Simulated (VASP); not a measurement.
# Pt (P6_3/mmc) in VASP: a series of runs

The runs below take Pt through single point, relaxation of cell and atoms, with PBEsol.

Program: VASP 6.6.1. These are calculated values, not measurements. Logs are shortened: lines on timing, memory, paths and dates and some standing lists are left out, and cuts for length are marked.

## Step 1: The cell of the first run

It takes space group P6_3/mmc (No. 194, hexagonal). Conventional cell: a = 2.732 Å, b = 2.732 Å, c = 4.688 Å, α = 90.00°, β = 90.00°, γ = 120.00°. Within 3.6 Å of Pt (site symmetry -6m2) lie 12 Pt at 2.73 to 2.83 Å.

This isn't the form of Pt at room conditions, which is fcc.

## Step 2: Single point, PBEsol

Contents of INCAR:

```
SYSTEM = Pt
PREC     = Accurate       ! precision mode
ENCUT    = 520            ! plane-wave cutoff, eV
EDIFF    = 1E-7           ! SCF threshold, eV
ISMEAR   = -1             ! smearing method
SIGMA    = 0.1            ! smearing width, eV
LREAL    = .False.        ! projectors in reciprocal space
LASPH    = .True.         ! aspherical terms in the spheres
NELM     = 80             ! most SCF steps
ALGO     = Normal         ! electronic algorithm
ISIF     = 2              ! what is computed and relaxed
LWAVE    = .False.        ! write WAVECAR
LCHARG   = .False.        ! write CHGCAR
GGA      = PS             ! functional
NBANDS   = 17             ! bands
```

Contents of KPOINTS:

```
regular mesh
0
Gamma
  18 18 9
  0 0 0
```

Contents of POSCAR:

```
Pt
1.0
    2.7319304678      0.0000000000      0.0000000000
   -1.3659652339      2.3659211865      0.0000000000
    0.0000000000      0.0000000000      4.6877049151
Pt
2
Direct
    0.3333333333      0.6666666667      0.2500000000
    0.6666666667      0.3333333333      0.7500000000
```

Potentials or basis: VASP PAW PBE potentials, release 64 (Pt).

The run is started by

```console
cat potpaw_PBE.64/Pt/POTCAR > POTCAR
mpirun -np 1 vasp_std > vasp.out
```

OUTCAR:

```text
SYSTEM = Pt
   PREC = Accurate
   ENCUT = 520
   EDIFF = 1E-7
   ISMEAR = -1
   LREAL = .False.
   LASPH = .True.
   NELM = 80
   ISIF = 2
   GGA = PS

 ion  position               nearest neighbor table
   1  0.333  0.667  0.250-   2 2.83   2 2.83   2 2.83   2 2.83   2 2.83   2 2.83
   2  0.667  0.333  0.750-   1 2.83   1 2.83   1 2.83   1 2.83   1 2.83   1 2.83

  LATTYP: Found a hexagonal cell.
 ALAT       =     2.7319304678
 C/A-ratio  =     1.7158946651

  Lattice vectors:

 A1 = (   2.7319304678,   0.0000000000,   0.0000000000)
 A2 = (  -1.3659652339,   2.3659211865,   0.0000000000)
 A3 = (   0.0000000000,   0.0000000000,   4.6877049151)

Analysis of symmetry for initial positions (statically):
=====================================================================
 Subroutine PRICEL returns:
 Original cell was already a primitive cell.

 Routine SETGRP: Setting up the symmetry group for a
 hexagonal supercell.

 Subroutine GETGRP returns: Found 24 space group operations
 (whereof 12 operations were pure point group operations)
 out of a pool of 24 trial point group operations.

The static configuration has the point symmetry D_3d.
 The point group associated with its full space group is D_6h.

Analysis of symmetry for dynamics (positions and initial velocities):
=====================================================================
 Subroutine PRICEL returns:
 Original cell was already a primitive cell.

 Routine SETGRP: Setting up the symmetry group for a
 hexagonal supercell.

 Subroutine GETGRP returns: Found 24 space group operations
 (whereof 12 operations were pure point group operations)
 out of a pool of 24 trial point group operations.

The dynamic configuration has the point symmetry D_3d.
 The point group associated with its full space group is D_6h.

 Subroutine INISYM returns: Found 24 space group operations
 (whereof 12 operations are pure point group operations),
 and found     1 'primitive' translations

----------------------------------------------------------------------------------------

                                     Primitive cell

  volume of cell :      30.2991

  direct lattice vectors                    reciprocal lattice vectors
     2.731930468  0.000000000  0.000000000     0.366041527  0.211334174  0.000000000
    -1.365965234  2.365921187  0.000000000     0.000000000  0.422668348  0.000000000
     0.000000000  0.000000000  4.687704915     0.000000000  0.000000000  0.213324008

[... 81 lines left out ...]
   ENCUT  =  520.0 eV  38.22 Ry    6.18 a.u.   5.08  5.08  8.72*2*pi/ulx,y,z
   NELM   =     80;   NELMIN=  2; NELMDL= -5     # of ELM steps
   EDIFF  = 0.1E-06   stopping-criterion for ELM
   LREAL  =      F    real-space projection
   EDIFFG = 0.1E-05   stopping-criterion for IOM
   NSW    =      0    number of steps for IOM
   IBRION =     -1    ionic relax: 0-MD 1-quasi-New 2-CG
   NFREE  =      0    steps in history (QN), initial steepest desc. (CG)
   ISIF   =      2    stress and relaxation
   ISYM   =      2    0-nonsym 1-usesym 2-fastsym
   POTIM  = 0.5000    time-step for ionic-motion
   TEBEG  =    0.0;   TEEND  =   0.0 temperature during run
   PSTRESS=    0.0 pullay stress
   NELECT =      20.0000    total number of electrons
   NUPDOWN=      -1.0000    fix difference up-down
   EMIN   =  10.00;   EMAX   =-10.00  energy-range for DOS
   EFERMI =   0.00;   METHOD = LEGACY
   ISMEAR =    -1;   SIGMA  =   0.10  broadening in eV -4-tet -1-fermi 0-gaus
   EFERMI_NEDOS =   21; number of points for ismear=-14 and -15
   IALGO  =     38    algorithm
   IMIX   =      4    mixing-type and parameters
     AMIX     =   0.40;   BMIX     =  1.00
     AMIX_MAG =   1.60;   BMIX_MAG =  1.00
  volume/ion in A,a.u.               =      15.15       102.23
  Fermi-wavevector in a.u.,A,eV,Ry     =   1.425415  2.693644 27.644439  2.031809
  Thomas-Fermi vector in A             =   2.545802
   LORBIT       =      0    0 simple, 1 ext, 2 COOP (PROOUT), +10 PAW based schemes
   GGA     = PS    functional components
   LHFCALC =     F    Hartree Fock is set to
   AEXX    =    0.0000 exact exchange contribution
   IVDW    =     0    specifies the selected vdW correction
   LEPSILON=     F    determine dielectric tensor
   LRPA    =     F    only Hartree local field effects (RPA)
 non-spin polarized calculation
  energy-cutoff  :      520.00
  volume of cell :       30.30
 maximum number of plane-waves:       835
   NGX = 11   NGY = 11   NGZ = 17

 number of electron      19.9999999 magnetization

 Free energy of the ion-electron system (eV)
  ---------------------------------------------------
  ext. energy  EPLUGINS =         0.00000000
  ---------------------------------------------------
  free energy    TOTEN  =       -13.85971351 eV

  energy without entropy =      -13.74921583  energy(sigma->0) =      -13.80446467

 E-fermi :  10.9964     XC(G=0): -13.5978

 val. band max:       10.9909908168   @ k =   0.5000   0.0000   0.3333
 cond. band min:      10.9972076666   @ k =   0.3889   0.1667   0.1111
 fundamental gap:      0.0062168498
 Fermi energy:        10.9964067687

 k-point     1 :       0.0000    0.0000    0.0000
  band No.  band energies     occupation
      1       0.7616      2.00000
      2       3.5155      2.00000
      3       6.8442      2.00000
      4       7.3303      2.00000
      5       7.3303      2.00000
      6       7.7441      2.00000
[... 457 lines left out ...]
      4       7.2968      2.00000
      5       7.4627      2.00000
      6       7.5652      2.00000
[... 9 lines left out ...]
     16      23.4665      0.00000
     17      25.0163      0.00000

 [... further k-points ...]

------------------------ aborting loop because EDIFF is reached ----------------------------------------

  FORCE on cell =-STRESS in cart. coord.  units (eV):
  Direction    XX          YY          ZZ          XY          YZ          ZX
  --------------------------------------------------------------------------------------
  -------------------------------------------------------------------------------------
  Total       -0.0652069     -0.0652069     -0.1002289      0.0000000      0.0000000      0.0000000
  in kB       -3.4480521     -3.4480521     -5.2999670      0.0000000      0.0000000      0.0000000
  external PRESSURE =      -4.0653571 kB  Pullay stress =       0.0000000 kB

 VOLUME and BASIS-vectors are now :
 -----------------------------------------------------------------------------
  energy-cutoff  :      520.00
  volume of cell :       30.30
      direct lattice vectors                 reciprocal lattice vectors
     2.731930468  0.000000000  0.000000000     0.366041527  0.211334174  0.000000000
    -1.365965234  2.365921187  0.000000000     0.000000000  0.422668348  0.000000000
     0.000000000  0.000000000  4.687704915     0.000000000  0.000000000  0.213324008

 POSITION                                       TOTAL-FORCE (eV/Angst)
 -----------------------------------------------------------------------------------
     -0.00000      1.57728      1.17193        -0.000000      0.000000      0.000000
      1.36597      0.78864      3.51578         0.000000     -0.000000      0.000000
 -----------------------------------------------------------------------------------
    total drift:                               -0.000000      0.000000     -0.000000

  FREE ENERGIE OF THE ION-ELECTRON SYSTEM (eV)
  ---------------------------------------------------
  free  energy   TOTEN  =       -13.8597135146 eV

  energy  without entropy=      -13.7492158291  energy(sigma->0) =      -13.80446467
```

OSZICAR:

```text
N       E                     dE             d eps       ncg     rms          rms(c)
DAV:   1     0.998271170467E+02    0.99827E+02   -0.10485E+04  6306   0.113E+03
DAV:   2    -0.129600341611E+02   -0.11279E+03   -0.10716E+03  6812   0.246E+02
DAV:   3    -0.147495503981E+02   -0.17895E+01   -0.17693E+01  7757   0.308E+01
DAV:   4    -0.147584487706E+02   -0.88984E-02   -0.88970E-02  7446   0.227E+00
DAV:   5    -0.147585360953E+02   -0.87325E-04   -0.87324E-04  7752   0.234E-01    0.189E+01
DAV:   6    -0.139557195246E+02    0.80282E+00   -0.12208E+00  6572   0.986E+00    0.968E+00
DAV:   7    -0.138690501961E+02    0.86669E-01   -0.23610E-01  7345   0.429E+00    0.307E+00
DAV:   8    -0.138603021709E+02    0.87480E-02   -0.27716E-02  6936   0.140E+00    0.956E-01
DAV:   9    -0.138597028619E+02    0.59931E-03   -0.61949E-04  7174   0.215E-01    0.458E-02
DAV:  10    -0.138597116603E+02   -0.87984E-05   -0.93150E-06  7869   0.194E-02    0.739E-03
DAV:  11    -0.138597133968E+02   -0.17366E-05   -0.65777E-07  7442   0.639E-03    0.344E-03
DAV:  12    -0.138597135097E+02   -0.11284E-06   -0.33891E-08  3875   0.166E-03    0.507E-04
DAV:  13    -0.138597135146E+02   -0.49324E-08   -0.17570E-09  3424   0.319E-04
   1 F= -.13859714E+02 E0= -.13804465E+02  d E =-.110498E+00
```

Run time: 41 s. Hardware: 1 thread of AMD EPYC 9R45 (Zen 5), shared host; peak memory 0.17 GiB.

Results:

```yaml
Free_energy: -13.8597 eV
Pressure: -0.4 GPa
Band_gap_on_the_k_mesh: zero (bands 10 and 11 overlap by 1.31 eV)
```

Levels at points of the mesh, in eV from the Fermi level:
```
           k point  band 8  band 9  band 10  band 11  band 12  band 13
(0.00, 0.00, 0.00)   -2.02   -2.02    -0.91    -0.25    -0.25     5.05
(0.50, 0.00, 0.00)    0.04    0.26     0.50     2.29     3.81     7.44
```

Caveat: the PAW data sets were made with another functional, which shifts forces and pressure a little; spin-orbit coupling is left out, which moves the levels of the heavy elements.

## Step 3: Single point, PBEsol

Contents of INCAR:

```
PREC     = Accurate       # precision mode
ENCUT    = 520            # plane-wave cutoff, eV
EDIFF    = 1E-6           # SCF threshold, eV
ISMEAR   = -1             # smearing method
SIGMA    = 0.1            # smearing width, eV
LREAL    = F              # projectors in reciprocal space
LASPH    = T              # aspherical terms in the spheres
NELM     = 60             # most SCF steps
ALGO     = Normal         # electronic algorithm
ISIF     = 2              # what is computed and relaxed
LWAVE    = F              # write WAVECAR
LCHARG   = F              # write CHGCAR
GGA      = PS             # functional
NBANDS   = 17             # bands
```

Contents of KPOINTS:

```
regular mesh
0
Gamma
  18 18 10
```

POSCAR is that of step 2.

Potentials or basis: VASP PAW PBE potentials, release 64 (Pt).

The run is started by

```console
cat potpaw_PBE.64/Pt/POTCAR > POTCAR
mpirun -np 1 vasp_std > vasp.out
```

It took 46 s on 1 thread of AMD EPYC 9R45 (Zen 5), shared host; peak memory 0.18 GiB.

It converged, with:

```
Free energy            : -13.8586 eV
Pressure               : -0.4 GPa
Band gap on the k mesh : zero (bands 10 and 11 overlap by 1.37 eV)
```

Stress tensor (GPa, compression positive):
```
-0.32  0.00  0.00
 0.00 -0.32  0.00
 0.00  0.00 -0.48
```

Levels at points of the mesh, in eV from the Fermi level:
| k point | band 6 | band 7 | band 8 | band 9 | band 10 | band 11 | band 12 | band 13 | band 14 | band 15 |
| --- | --- | --- | --- | --- | --- | --- | --- | --- | --- | --- |
| (0.00, 0.00, 0.00) | -3.25 | -3.25 | -2.02 | -2.02 | -0.91 | -0.25 | -0.25 | 5.05 | 14.95 | 15.82 |
| (0.50, 0.00, 0.00) | -3.13 | -2.90 | 0.04 | 0.26 | 0.50 | 2.29 | 3.81 | 7.44 | 9.05 | 9.86 |
| (0.00, 0.00, 0.50) | -3.67 | -3.67 | -3.67 | -0.87 | -0.87 | -0.87 | -0.87 | 12.39 | 12.39 | 15.47 |
| (0.50, 0.00, 0.50) | -1.99 | -0.99 | -0.99 | 0.40 | 0.40 | 1.63 | 1.63 | 6.68 | 6.68 | 14.42 |

Caveat: the PAW data sets were made with another functional, which shifts forces and pressure a little; spin-orbit coupling is left out, which moves the levels of the heavy elements.

## Step 4: Relaxation of cell and atoms, PBEsol

Contents of INCAR:

```
PREC = Accurate ; ENCUT = 600
EDIFF = 1E-6 ; ISMEAR = -1
SIGMA = 0.1 ; LREAL = False
LASPH = True ; NELM = 80
ALGO = Normal ; ISIF = 3
LWAVE = False ; LCHARG = False
GGA = PS ; IBRION = 2
NSW = 80 ; EDIFFG = -0.03
```

Contents of KPOINTS:

```
Automatic mesh
0
Gamma
  18 18 9
```

POSCAR is that of step 3.

The run is started by

```console
cat potpaw_PBE.64/Pt/POTCAR > POTCAR
mpirun -np 1 vasp_std > vasp.out
```

It took 86 s on 1 thread of AMD EPYC 9R45 (Zen 5), shared host; peak memory 0.19 GiB.

It converged, with:

* Free energy: -13.8598 eV
* Relaxed volume: 15.13 Å³/atom
* Relaxed cell: a = 2.731 Å, b = 2.731 Å, c = 4.685 Å, α = 90.00°, β = 90.00°, γ = 120.00°
* Space group after relaxing (to 0.1 Å): P6_3/mmc (No. 194)
* Energy gained by relaxing: 0.0 meV/atom
* Ionic steps: 3
* Pressure after relaxing: 0.0 GPa
* Band gap on the k mesh: zero (bands 10 and 11 overlap by 1.31 eV)

Stress tensor (GPa, compression positive):
```
 0.09  0.00  0.00
 0.00  0.09  0.00
 0.00  0.00 -0.09
```

Final structure:
```
CELL_PARAMETERS angstrom
2.73103 0.00000 0.00000
-1.36551 2.36514 0.00000
0.00000 0.00000 4.68495
ATOMIC_POSITIONS crystal
Pt 0.33333 0.66667 0.25000
Pt 0.66667 0.33333 0.75000
```

Levels at points of the mesh, in eV from the Fermi level:
| k point | band 8 | band 9 | band 10 | band 11 | band 12 | band 13 |
| --- | --- | --- | --- | --- | --- | --- |
| (0.00, 0.00, 0.00) | -2.03 | -2.03 | -0.91 | -0.25 | -0.25 | 5.07 |
| (0.50, 0.00, 0.00) | 0.04 | 0.26 | 0.50 | 2.29 | 3.81 | 7.44 |

Caveat: the PAW data sets were made with another functional, which shifts forces and pressure a little; spin-orbit coupling is left out, which moves the levels of the heavy elements.

## Step 5: Summary

| task | cell | k mesh | cutoff (eV) | gap on the mesh (eV) | pressure (GPa) |
| --- | --- | --- | --- | --- | --- |
| single point | as given | 18 × 18 × 9 | 520 | none | -0.4 |
| single point | as given | 18 × 18 × 10 | 520 | none | -0.4 |
| relaxation of cell and atoms | relaxed | 18 × 18 × 9 | 600 | none | 0.0 |

Alike in all rows: level PBEsol; potentials or basis VASP PAW PBE potentials, release 64 (Pt); no spin polarisation; smearing fermi-dirac 0.1 eV.

Caveats: the PAW data sets were made with another functional, which shifts forces and pressure a little; spin-orbit coupling is left out, which moves the levels of the heavy elements.

Absolute energies hang on the potentials; compare differences alone.
